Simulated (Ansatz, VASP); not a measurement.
**Al2Ru in VASP and in Ansatz**

```xyz
6
Lattice="0.0000 3.9898 4.3915 2.3525 0.0000 4.3915 2.3525 3.9898 0.0000" Properties=species:S:1:pos:R:3 pbc="T T T"
Al    1.1762    0.6309    2.1958
Al    1.1762    3.3590    2.1958
Al    2.3525    1.3640    4.3915
Al    2.3525    6.6156    4.3915
Ru    3.5287    5.9848    6.5873
Ru    2.3525    3.9898    4.3915
```

Alike in both runs: task single point; functional LDA; k mesh 10 × 10 × 10; occupations gaussian, width 0.01 eV; no spin polarisation.

|  | VASP | Ansatz |
| --- | --- | --- |
| version | VASP 6.6.1 | Ansatz 0.2.0 |
| potentials or method | VASP PAW LDA potentials, release 64 (Al, Ru_pv), cutoff 520 eV | scalar-relativistic, plane waves, PAW |
| valence electrons in the cell | 40 | 44 |

Ansatz gave:

| Item | Value |
| --- | --- |
| gap on the k mesh at the Fermi level (eV) | 0.07 |
| least direct gap on the mesh (eV) | 1.21 |
| pressure (GPa) | -4.7 |
| traceless stress, the component that is largest in VASP (GPa) | 0.59 |
| rms of the force components (eV/Å) | 0.025 |

Question: Estimate VASP's values.

Answer: gap on the k mesh at the Fermi level (eV): 0.07; least direct gap on the mesh (eV): 1.21; pressure (GPa): -4.3; traceless stress, the component that is largest in VASP (GPa): 0.54; rms of the force components (eV/Å): 0.022.

LDA's correlation is that of Perdew and Zunger in VASP and of Perdew and Wang (1992) in Ansatz. Atom by atom the forces differ by 0.003 eV/Å (rms over components). VASP's potentials hold 40 valence electrons a cell and Ansatz's 44, so a difference there can come from the potentials and not from the codes.
